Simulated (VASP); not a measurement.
# LiMgBN2 (I-4m2) in VASP: single point with PBE

Aim: the single point of LiMgBN2 with PBE.

Everything below comes from runs of VASP 6.6.1. Logs are shortened: lines on timing, memory, paths and dates and some standing lists are left out, and cuts for length are marked.

## 1. The cell of the first run

It takes space group I-4m2 (No. 119, tetragonal). The conventional cell has a = 3.927 Å, b = 3.927 Å, c = 8.407 Å, α = 90.00°, β = 90.00°, γ = 90.00°. Li (site symmetry -4m2) has 4 N at 2.13 Å and 4 Mg at 2.78 Å and 4 B at 2.88 Å within 2.9 Å. Mg (site symmetry -4m2) has 4 N at 2.13 Å and 4 Li at 2.78 Å and 4 B at 2.88 Å within 2.9 Å. Within 1.7 Å of B (site symmetry -4m2) lie 2 N at 1.27 Å. Within 1.7 Å of N (site symmetry 2mm) lie 1 B at 1.27 Å.

## 2. Single point, PBE

INCAR reads:

```
PREC     = Accurate       # precision mode
ENCUT    = 520            # plane-wave cutoff, eV
EDIFF    = 1E-6           # SCF threshold, eV
ISMEAR   = 0              # smearing method
SIGMA    = 0.05           # smearing width, eV
LREAL    = False          # projectors in reciprocal space
LASPH    = True           # aspherical terms in the spheres
NELM     = 80             # most SCF steps
ALGO     = Normal         # electronic algorithm
ISIF     = 2              # what is computed and relaxed
LWAVE    = False          # write WAVECAR
LCHARG   = True           # write CHGCAR
GGA      = PE             # functional
LELF     = True           # ELF
LVHAR    = True         
NBANDS   = 17             # bands
```

KPOINTS reads:

```
regular mesh
0
Gamma
  10 10 10
```

POSCAR reads:

```
LiMgBN2
1.0
   -1.9634772152      1.9634772152      4.2032564325
    1.9634772152     -1.9634772152      4.2032564325
    1.9634772152      1.9634772152     -4.2032564325
Li Mg B N
1 1 1 2
Direct
    0.2500000000      0.7500000000      0.5000000000
    0.7500000000      0.2500000000      0.5000000000
    0.5000000000      0.5000000000      0.0000000000
    0.6512635000      0.6512635000      0.0000000000
    0.3487365000      0.3487365000      0.0000000000
```

Potentials or basis: VASP PAW PBE potentials, release 64 (Li_sv, Mg, B, N).

On the command line:

```console
> cat potpaw_PBE.64/Li_sv/POTCAR potpaw_PBE.64/Mg/POTCAR potpaw_PBE.64/B/POTCAR potpaw_PBE.64/N/POTCAR > POTCAR
> mpirun -np 1 vasp_std > vasp.out
```

OUTCAR:

```text
PREC = Accurate
   ENCUT = 520
   EDIFF = 1E-6
   ISMEAR = 0
   LREAL = False
   LASPH = True
   NELM = 80
   ISIF = 2
   GGA = PE

 ion  position               nearest neighbor table
   1  0.250  0.750  0.500-   5 2.13   4 2.13   5 2.13   4 2.13   2 2.78   2 2.78   2 2.78   2 2.78

   2  0.750  0.250  0.500-   5 2.13   4 2.13   5 2.13   4 2.13   1 2.78   1 2.78   1 2.78   1 2.78
                             3 2.88   3 2.88   3 2.88   3 2.88
   3  0.500  0.500  0.000-   4 1.27   5 1.27   2 2.88   2 2.88   2 2.88   2 2.88
   4  0.651  0.651  0.000-   3 1.27   2 2.13   1 2.13   1 2.13   2 2.13
   5  0.349  0.349  0.000-   3 1.27   2 2.13   1 2.13   1 2.13   2 2.13

  LATTYP: Found a body centered tetragonal cell.
 ALAT       =     3.9269544304
 C/A-ratio  =     2.1407207580

  Lattice vectors:

 A1 = (  -1.9634772152,   1.9634772152,   4.2032564325)
 A2 = (   1.9634772152,  -1.9634772152,   4.2032564325)
 A3 = (   1.9634772152,   1.9634772152,  -4.2032564325)

Analysis of symmetry for initial positions (statically):
=====================================================================
 Subroutine PRICEL returns:
 Original cell was already a primitive cell.

 Routine SETGRP: Setting up the symmetry group for a
 body centered tetragonal supercell.

 Subroutine GETGRP returns: Found  8 space group operations
 (whereof  8 operations were pure point group operations)
 out of a pool of 16 trial point group operations.

The static configuration has the point symmetry D_2d.

Analysis of symmetry for dynamics (positions and initial velocities):
=====================================================================
 Subroutine PRICEL returns:
 Original cell was already a primitive cell.

 Routine SETGRP: Setting up the symmetry group for a
 body centered tetragonal supercell.

 Subroutine GETGRP returns: Found  8 space group operations
 (whereof  8 operations were pure point group operations)
 out of a pool of 16 trial point group operations.

The dynamic configuration has the point symmetry D_2d.

 Subroutine INISYM returns: Found  8 space group operations
 (whereof  8 operations are pure point group operations),
 and found     1 'primitive' translations

----------------------------------------------------------------------------------------

                                     Primitive cell

[... 97 lines left out ...]
   LREAL  =      F    real-space projection
   EDIFFG = 0.1E-04   stopping-criterion for IOM
   NSW    =      0    number of steps for IOM
   IBRION =     -1    ionic relax: 0-MD 1-quasi-New 2-CG
   NFREE  =      0    steps in history (QN), initial steepest desc. (CG)
   ISIF   =      2    stress and relaxation
   ISYM   =      2    0-nonsym 1-usesym 2-fastsym
   POTIM  = 0.5000    time-step for ionic-motion
   TEBEG  =    0.0;   TEEND  =   0.0 temperature during run
   PSTRESS=    0.0 pullay stress
   NELECT =      18.0000    total number of electrons
   NUPDOWN=      -1.0000    fix difference up-down
   EMIN   =  10.00;   EMAX   =-10.00  energy-range for DOS
   EFERMI =   0.00;   METHOD = LEGACY
   ISMEAR =     0;   SIGMA  =   0.05  broadening in eV -4-tet -1-fermi 0-gaus
   EFERMI_NEDOS =   21; number of points for ismear=-14 and -15
   IALGO  =     38    algorithm
   IMIX   =      4    mixing-type and parameters
     AMIX     =   0.40;   BMIX     =  1.00
     AMIX_MAG =   1.60;   BMIX_MAG =  1.00
  volume/ion in A,a.u.               =      12.96        87.48
  Fermi-wavevector in a.u.,A,eV,Ry     =   1.068070  2.018360 15.521172  1.140774
  Thomas-Fermi vector in A             =   2.203707
   LORBIT       =      0    0 simple, 1 ext, 2 COOP (PROOUT), +10 PAW based schemes
   GGA     = PE    functional components
   LHFCALC =     F    Hartree Fock is set to
   AEXX    =    0.0000 exact exchange contribution
   IVDW    =     0    specifies the selected vdW correction
   LEPSILON=     F    determine dielectric tensor
   LRPA    =     F    only Hartree local field effects (RPA)
 non-spin polarized calculation
 Gauss-broadening in eV      SIGMA  =   0.05
  energy-cutoff  :      520.00
  volume of cell :       64.82
 maximum number of plane-waves:      1768
 NGX is ok and might be reduce to    40
   NGX = 19   NGY = 19   NGZ = 19

 number of electron      17.9999998 magnetization

 Free energy of the ion-electron system (eV)
  ---------------------------------------------------
  ext. energy  EPLUGINS =         0.00000000
  ---------------------------------------------------
  free energy    TOTEN  =       -31.15874298 eV

  energy without entropy =      -31.15874298  energy(sigma->0) =      -31.15874298

 E-fermi :   1.2708     XC(G=0):  -8.4620

 val. band max:        0.9881717596   @ k =   0.5000   0.5000   0.5000
 cond. band min:       3.4734442272   @ k =   0.0000   0.0000   0.0000
 fundamental gap:      2.4852724676
 Fermi energy:         1.2708011598

 k-point     1 :       0.0000    0.0000    0.0000
  band No.  band energies     occupation
      1     -42.7250      2.00000
      2     -13.6295      2.00000
      3     -12.6216      2.00000
      4      -3.4827      2.00000
      5      -1.5451      2.00000
      6      -1.5451      2.00000
[... 457 lines left out ...]
      4      -3.2638      2.00000
      5      -2.9262      2.00000
      6      -2.5501      2.00000
[... 9 lines left out ...]
     16      12.0912      0.00000
     17      13.1055      0.00000

 [... further k-points ...]

------------------------ aborting loop because EDIFF is reached ----------------------------------------

  FORCE on cell =-STRESS in cart. coord.  units (eV):
  Direction    XX          YY          ZZ          XY          YZ          ZX
  --------------------------------------------------------------------------------------
  -------------------------------------------------------------------------------------
  Total       -1.7391580     -1.7391580     12.5785329      0.0000000      0.0000000      0.0000000
  in kB      -42.9884711    -42.9884711    310.9159228      0.0000000      0.0000000      0.0000000
  external PRESSURE =      74.9796602 kB  Pullay stress =       0.0000000 kB

 VOLUME and BASIS-vectors are now :
 -----------------------------------------------------------------------------
  energy-cutoff  :      520.00
  volume of cell :       64.82
      direct lattice vectors                 reciprocal lattice vectors
    -1.963477215  1.963477215  4.203256432     0.000000000  0.254650268  0.118955388
     1.963477215 -1.963477215  4.203256432     0.254650268  0.000000000  0.118955388
     1.963477215  1.963477215 -4.203256432     0.254650268  0.254650268  0.000000000

 POSITION                                       TOTAL-FORCE (eV/Angst)
 -----------------------------------------------------------------------------------
      1.96348      0.00000      2.10163         0.000000      0.000000     -0.000000
      0.00000      1.96348      2.10163         0.000000      0.000000     -0.000000
      0.00000      0.00000      4.20326         0.000000      0.000000     -0.000000
      0.00000      0.00000      5.47485        -0.000000     -0.000000      4.888847
      0.00000      0.00000      2.93166         0.000000      0.000000     -4.888847
 -----------------------------------------------------------------------------------
    total drift:                               -0.000000      0.000000     -0.000000

  FREE ENERGIE OF THE ION-ELECTRON SYSTEM (eV)
  ---------------------------------------------------
  free  energy   TOTEN  =       -31.1587429778 eV

  energy  without entropy=      -31.1587429778  energy(sigma->0) =      -31.15874298
```

Run time: 3.6 min. Hardware: 1 thread of AMD EPYC 7R43 (Zen 3), shared host; peak memory 0.27 GiB.

Results:

- Free energy: -31.1587 eV
- Largest force: 4.889 eV/Å
- Band gap on the k mesh: 2.49 eV (least direct gap 3.33 eV)

Forces in eV/Å, atoms in the order of the input:
```
Li   0.000  0.000  0.000
Mg   0.000  0.000  0.000
B    0.000  0.000  0.000
N    0.000  0.000  4.889
N    0.000  0.000 -4.889
```

Caveat: the cutoff is under 1.25 times the usual one of these potentials, so pressure, stress and relaxed cells hold a basis-set (Pulay) error; forces of over 1 eV/Å act on the atoms, so gaps and moduli don't describe the material at rest.
